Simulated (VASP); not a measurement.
Write the native input for VASP 6.6.1 that does the following.

```yaml
Task: single point
Functional: PBE
Potentials_or_basis: VASP PAW PBE potentials, release 64 (K_sv, Cl)
Cutoff: 520 eV
k_mesh: 6 × 6 × 6
Occupations: fermi-dirac, width 0.1 eV
Spin: no spin polarisation
Dipole_correction: no
Further_INCAR_settings: ALGO = Normal; EDIFF = 1e-06; NBANDS = 15
```

The structure of KCl (Sylvite) lies in POSCAR:

```
KCl
1.0
    0.0000000000      3.1464700000      3.1464700000
    3.1464700000      0.0000000000      3.1464700000
    3.1464700000      3.1464700000      0.0000000000
K Cl
1 1
Direct
    0.0000000000      0.0000000000      0.0000000000
    0.5000000000      0.5000000000      0.5000000000
```

The input as run:

INCAR

```
SYSTEM = KCl
PREC     = Accurate       ! precision mode
ENCUT    = 520            ! plane-wave cutoff, eV
EDIFF    = 1E-6           ! SCF threshold, eV
ISMEAR   = -1             ! smearing method
SIGMA    = 0.1            ! smearing width, eV
LREAL    = .False.        ! projectors in reciprocal space
LASPH    = .True.         ! aspherical terms in the spheres
NELM     = 100            ! most SCF steps
ALGO     = Normal         ! electronic algorithm
ISIF     = 2              ! what is computed and relaxed
LWAVE    = .False.        ! write WAVECAR
LCHARG   = .True.         ! write CHGCAR
GGA      = PE             ! functional
LELF     = .True.         ! ELF
LVHAR    = .True.       
NBANDS   = 15             ! bands
```

KPOINTS

```
regular mesh
0
Gamma
  6 6 6
  0 0 0
```

Potentials or basis: VASP PAW PBE potentials, release 64 (K_sv, Cl).

Command:

```console
$ cat potpaw_PBE.64/K_sv/POTCAR potpaw_PBE.64/Cl/POTCAR > POTCAR
$ mpirun -np 1 vasp_std > vasp.out
```

It gave:

- Pressure: 0.8 GPa
- Band gap on the k mesh: 5.19 eV, direct

Wall time 19 s on 1 thread of AMD EPYC 7R13 Processor (Zen 3) (shared host), peak memory 0.17 GiB.
